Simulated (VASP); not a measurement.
A run of VASP 6.6.1 is set up as follows.

INCAR

```
PREC     = Accurate       # precision mode
ENCUT    = 520            # plane-wave cutoff, eV
EDIFF    = 1E-7           # SCF threshold, eV
ISMEAR   = 0              # smearing method
SIGMA    = 0.02           # smearing width, eV
LREAL    = F              # projectors in reciprocal space
LASPH    = T              # aspherical terms in the spheres
NELM     = 60             # most SCF steps
ALGO     = Normal         # electronic algorithm
ISIF     = 2              # what is computed and relaxed
LWAVE    = F              # write WAVECAR
LCHARG   = F              # write CHGCAR
LDIPOL   = T            
IDIPOL   = 3            
DIPOL    = 0.5 0.5 0.500
GGA      = PE             # functional
IVDW     = 12             # dispersion correction
NBANDS   = 28             # bands
```

The input KPOINTS:

```
regular mesh
0
Gamma
  6 6 1
```

Contents of POSCAR:

```
SnO
1.0
    3.8205604524      0.0000000000      0.0000000000
    0.0000000000      3.8205604524      0.0000000000
    0.0000000000      0.0000000000     30.6334027017
Sn O
2 2
Direct
    0.5000000000      0.0000000000      0.4614138404
    0.0000000000      0.5000000000      0.5385861596
    0.0000000000      0.0000000000      0.5000000000
    0.5000000000      0.5000000000      0.5000000000
```

Potentials or basis: VASP PAW PBE potentials, release 64 (Sn_d, O).

Run with:

```bash
$ cat potpaw_PBE.64/Sn_d/POTCAR potpaw_PBE.64/O/POTCAR > POTCAR
$ mpirun -np 1 vasp_std > vasp.out
```

**Question.** Predict the band gap on the k mesh.

**Answer.** 3.09 eV, indirect (least direct gap 3.14 eV).

**Question.** Estimate the dispersion energy per atom.

**Answer.** -0.137 eV.

**Question.** What does it give for the largest force?

**Answer.** 0.086 eV/Å.

Forces in eV/Å, atoms in the order of the input:
```
Sn   0.000  0.000 -0.086
Sn   0.000  0.000  0.086
O    0.000  0.000  0.000
O    0.000  0.000  0.000
```

Caveat: spin-orbit coupling is left out, which moves the levels of the heavy elements.
